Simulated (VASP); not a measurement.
# SnGe2 (Fm-3m) in VASP: further runs, part 2 of 2

VASP 6.6.1. The steps go on from the part before.

### Step 3. Single point, LDA

This run uses another cell than the first one, of 18.29 Å³/atom, 1.053 times its volume.

File INCAR:

```
SYSTEM = SnGe2
PREC     = Accurate       ! precision mode
ENCUT    = 520            ! plane-wave cutoff, eV
EDIFF    = 1E-7           ! SCF threshold, eV
ISMEAR   = -1             ! smearing method
SIGMA    = 0.15           ! smearing width, eV
LREAL    = .False.        ! projectors in reciprocal space
LASPH    = .True.         ! aspherical terms in the spheres
NELM     = 80             ! most SCF steps
ALGO     = Normal         ! electronic algorithm
ISIF     = 2              ! what is computed and relaxed
LWAVE    = .False.        ! write WAVECAR
LCHARG   = .False.        ! write CHGCAR
GGA      = CA             ! functional
NBANDS   = 28             ! bands
```

File KPOINTS:

```
regular mesh
0
Gamma
  12 12 12
  0 0 0
```

File POSCAR:

```
SnGe2
1.0
    0.0000000000      3.0162527768      3.0162527768
    3.0162527768      0.0000000000      3.0162527768
    3.0162527768      3.0162527768      0.0000000000
Sn Ge
1 2
Direct
    0.0000000000      0.0000000000      0.0000000000
    0.7500000000      0.7500000000      0.7500000000
    0.2500000000      0.2500000000      0.2500000000
```

Potentials or basis: VASP PAW LDA potentials, release 64 (Sn_d, Ge_d).

The run is started by

```console
$ cat potpaw_LDA.64/Sn_d/POTCAR potpaw_LDA.64/Ge_d/POTCAR > POTCAR
$ mpirun -np 1 vasp_std > vasp.out
```

OUTCAR:

```text
SYSTEM = SnGe2
   PREC = Accurate
   ENCUT = 520
   EDIFF = 1E-7
   ISMEAR = -1
   LREAL = .False.
   LASPH = .True.
   NELM = 80
   ISIF = 2
   GGA = CA

 ion  position               nearest neighbor table
   1  0.000  0.000  0.000-   2 2.61   2 2.61   2 2.61   2 2.61   3 2.61   3 2.61   3 2.61   3 2.61

   2  0.750  0.750  0.750-   1 2.61   1 2.61   1 2.61   1 2.61
   3  0.250  0.250  0.250-   1 2.61   1 2.61   1 2.61   1 2.61

  LATTYP: Found a face centered cubic cell.
 ALAT       =     6.0325055536

  Lattice vectors:

 A1 = (   0.0000000000,   3.0162527768,   3.0162527768)
 A2 = (   3.0162527768,   0.0000000000,   3.0162527768)
 A3 = (   3.0162527768,   3.0162527768,   0.0000000000)

Analysis of symmetry for initial positions (statically):
=====================================================================
 Subroutine PRICEL returns:
 Original cell was already a primitive cell.

 Routine SETGRP: Setting up the symmetry group for a
 face centered cubic supercell.

 Subroutine GETGRP returns: Found 48 space group operations
[... 155 lines left out ...]

 number of electron      42.0000026 magnetization

 Free energy of the ion-electron system (eV)
  ---------------------------------------------------
  ext. energy  EPLUGINS =         0.00000000
  ---------------------------------------------------
  free energy    TOTEN  =       -12.51364426 eV

  energy without entropy =      -12.41399277  energy(sigma->0) =      -12.46381852

 E-fermi :   9.3289     XC(G=0): -11.8270

 val. band max:        9.2961904639   @ k =   0.3333   0.1667   0.0833
 cond. band min:       9.3298342674   @ k =   0.1667   0.1667   0.0000
 fundamental gap:      0.0336438035
 Fermi energy:         9.3289066507

 k-point     1 :       0.0000    0.0000    0.0000
  band No.  band energies     occupation
      1     -15.8375      2.00000
      2     -15.8375      2.00000
      3     -15.8062      2.00000
      4     -15.8062      2.00000
      5     -15.8062      2.00000
      6     -15.7537      2.00000
[... 733 lines left out ...]
     27      17.7612      0.00000
     28      19.1518      0.00000

 [... further k-points ...]
[... 5 lines left out ...]
  --------------------------------------------------------------------------------------
  -------------------------------------------------------------------------------------
  Total       10.3774530     10.3774530     10.3774530      0.0000000      0.0000000      0.0000000
  in kB      302.9480478    302.9480478    302.9480478      0.0000000      0.0000000      0.0000000
  external PRESSURE =     302.9480478 kB  Pullay stress =       0.0000000 kB

 VOLUME and BASIS-vectors are now :
 -----------------------------------------------------------------------------
  energy-cutoff  :      520.00
  volume of cell :       54.88
      direct lattice vectors                 reciprocal lattice vectors
     0.000000000  3.016252777  3.016252777    -0.165768600  0.165768600  0.165768600
     3.016252777  0.000000000  3.016252777     0.165768600 -0.165768600  0.165768600
     3.016252777  3.016252777  0.000000000     0.165768600  0.165768600 -0.165768600

 POSITION                                       TOTAL-FORCE (eV/Angst)
 -----------------------------------------------------------------------------------
      0.00000      0.00000      0.00000         0.000000     -0.000000     -0.000000
      4.52438      4.52438      4.52438         0.000000      0.000000     -0.000000
      1.50813      1.50813      1.50813        -0.000000     -0.000000      0.000000
 -----------------------------------------------------------------------------------
    total drift:                                0.000000     -0.000000      0.000000

  FREE ENERGIE OF THE ION-ELECTRON SYSTEM (eV)
  ---------------------------------------------------
  free  energy   TOTEN  =       -12.5136442629 eV

  energy  without entropy=      -12.4139927729  energy(sigma->0) =      -12.46381852
```

It took 29 s on 1 thread of Intel Xeon 6975P-C (Granite Rapids), shared host; peak memory 0.22 GiB.

Results:

```yaml
Free_energy: -12.5136 eV
Pressure: 30.3 GPa
Band_gap_on_the_k_mesh: zero (band 21 reaches 10.31 eV, above the bottom of band 22 at 8.17 eV)
```

Caveat: spin-orbit coupling is left out, which moves the levels of the heavy elements.

### Step 4. Relaxation of cell and atoms, LDA, target pressure 1 GPa, at which the enthalpy is minimised

This run uses another cell than the first one, of 24.17 Å³/atom, 1.391 times its volume.

File INCAR:

```
SYSTEM = SnGe2
ALGO     = Normal         ! electronic algorithm
EDIFF    = 1E-6           ! SCF threshold, eV
EDIFFG   = -0.001         ! ionic threshold
ENCUT    = 600            ! plane-wave cutoff, eV
GGA      = CA             ! functional
IBRION   = 2              ! ionic algorithm
ISIF     = 3              ! what is computed and relaxed
ISMEAR   = -1             ! smearing method
LASPH    = .True.         ! aspherical terms in the spheres
LCHARG   = .False.        ! write CHGCAR
LREAL    = .False.        ! projectors in reciprocal space
LWAVE    = .False.        ! write WAVECAR
NELM     = 80             ! most SCF steps
NSW      = 80             ! ionic steps
PREC     = Accurate       ! precision mode
PSTRESS  = 10.0         
SIGMA    = 0.15           ! smearing width, eV
```

File KPOINTS:

```
k-points
0
Gamma
  12 12 12
  0 0 0
```

File POSCAR:

```
SnGe2
1.0
    0.0000000000      3.3099003037      3.3099003037
    3.3099003037      0.0000000000      3.3099003037
    3.3099003037      3.3099003037      0.0000000000
Sn Ge
1 2
Direct
    0.0000000000      0.0000000000      0.0000000000
    0.7500000000      0.7500000000      0.7500000000
    0.2500000000      0.2500000000      0.2500000000
```

The run is started by

```console
$ cat potpaw_LDA.64/Sn_d/POTCAR potpaw_LDA.64/Ge_d/POTCAR > POTCAR
$ mpirun -np 1 vasp_std > vasp.out
```

Run time: 3.9 min. Hardware: 1 thread of Intel Xeon 6975P-C (Granite Rapids), shared host; peak memory 0.32 GiB.

Results (log left out):

* Free energy: -13.8086 eV
* Relaxed volume: 23.80 Å³/atom
* Relaxed cell: a = 4.656 Å, b = 4.656 Å, c = 4.656 Å, α = 60.00°, β = 60.00°, γ = 60.00°
* Space group after relaxing (to 0.05 Å): Fm-3m (No. 225)
* Energy change on relaxing (the enthalpy is what falls): +1.3 meV/atom
* Ionic steps: 7
* Pressure after relaxing: 1.0 GPa
* Band gap on the k mesh: zero (band 21 reaches 6.85 eV, above the bottom of band 22 at 5.14 eV)

The path:
```csv
step,energy change (eV),largest force (eV/Å),pressure (GPa),volume (Å³)
1,0.0000,0.0000,0.01,72.52
2,0.0071,0.0000,1.37,70.96
3,0.0035,0.0000,0.69,71.44
4,0.0050,0.0000,1.26,71.22
5,0.0043,0.0000,1.04,71.32
6,0.0041,0.0000,1.09,71.34
7,0.0038,0.0000,1.00,71.39
```

Final structure:
```
Sn Ge
1.0
     0.00000    3.29259    3.29259
     3.29259    0.00000    3.29259
     3.29259    3.29259    0.00000
Sn Ge
1 2
Direct
  0.00000 0.00000 0.00000
  0.75000 0.75000 0.75000
  0.25000 0.25000 0.25000
```

Levels at points of the mesh, in eV from the Fermi level:
```csv
k point,band 17,band 18,band 19,band 20,band 21,band 22,band 23,band 24,band 25
"(0.00, 0.00, 0.00)",-5.67,-1.72,-1.29,-1.29,-1.29,-0.69,-0.69,-0.69,3.18
"(0.50, 0.00, 0.00)",-9.31,-4.74,-2.51,-2.51,-0.78,-0.47,-0.47,4.13,5.31
"(0.50, 0.50, 0.00)",-8.48,-7.26,-4.27,-4.27,-0.86,3.55,3.55,4.63,4.70
```

Caveat: the cell is relaxed towards a set pressure, so the enthalpy falls and the energy may rise; spin-orbit coupling is left out, which moves the levels of the heavy elements.

### Step 5. The runs side by side

```csv
task,cell,cutoff (eV),gap on the mesh (eV),pressure (GPa)
single point,"a = 4.193 Å, angles 60.0°, 3 atoms",520,none,40.4
single point,"a = 4.266 Å, angles 60.0°, 3 atoms",520,none,30.3
relaxation of cell and atoms,"relaxed to 1 GPa from a = 4.681 Å, angles 60.0°, 3 atoms",600,none,1.0
```

Alike in all rows: level LDA; potentials or basis VASP PAW LDA potentials, release 64 (Sn_d, Ge_d); no spin polarisation; k mesh 12 × 12 × 12; smearing fermi-dirac 0.15 eV.

Caveats: spin-orbit coupling is left out, which moves the levels of the heavy elements; the cell is relaxed towards a set pressure, so the enthalpy falls and the energy may rise (some runs).

Absolute energies hang on the potentials; compare differences alone.
